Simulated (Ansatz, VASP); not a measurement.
Sr in VASP and in Ansatz

File INCAR:

```
SYSTEM = Sr
  ALGO = Normal
  EDIFF = 1E-6
  ENCUT = 520
  GGA = PE
  ISIF = 2
  ISMEAR = -1
  LASPH = .TRUE.
  LCHARG = .TRUE.
  LELF = .TRUE.
  LREAL = .FALSE.
  LVHAR = .TRUE.
  LWAVE = .FALSE.
  NBANDS = 17
  NELM = 60
  PREC = Accurate
  SIGMA = 0.1
```

KPOINTS

```
k-points
0
G
  12 12 12
  0 0 0
```

The input POSCAR:

```
Sr
1.0
   -3.6281031177      3.6281031177      1.9577306381
    3.6281031177     -3.6281031177      1.9577306381
    3.6281031177      3.6281031177     -1.9577306381
Sr
2
Direct
   -0.3750000000     -0.1250000000     -0.2500000000
    0.3750000000      0.1250000000      0.2500000000
```

Input for Ansatz:

```yaml
crystal:
  lattice:
    - [-3.6281031177, 3.6281031177, 1.9577306381]
    - [3.6281031177, -3.6281031177, 1.9577306381]
    - [3.6281031177, 3.6281031177, -1.9577306381]
  atoms:
    - { symbol: Sr, position: [-0.375, -0.125, -0.25] }
    - { symbol: Sr, position: [0.375, 0.125, 0.25] }
kpoints:
  mp_grid: { grid: [12, 12, 12] }
scf:
  occupations: { method: fermi_dirac, width: 0.1 }
hamiltonian:
  xc: pbe
  pseudopotentials: { kind: all_electron, lapw: { basis_error: 0.001 } }
output:
  forces: true
  stress: true
  eigenvalues: true
  populations: true
```

Change from the starting cell: volume scaled by 0.92, LAPW.

Alike in both runs: task single point; functional PBE; k mesh 12 × 12 × 12; occupations fermi-dirac, width 0.1 eV; no spin polarisation.

```csv
,VASP,Ansatz
version,VASP 6.6.1,Ansatz 0.2.0
potentials or method,"VASP PAW PBE potentials, release 64 (Sr_sv), cutoff 520 eV","all-electron LAPW, scalar-relativistic"
```

```tsv
	VASP	Ansatz	Ansatz less VASP
pressure (GPa)	0.8	0.8	-0.01
```

Ansatz ran all-electron here, and VASP with PAW potentials.
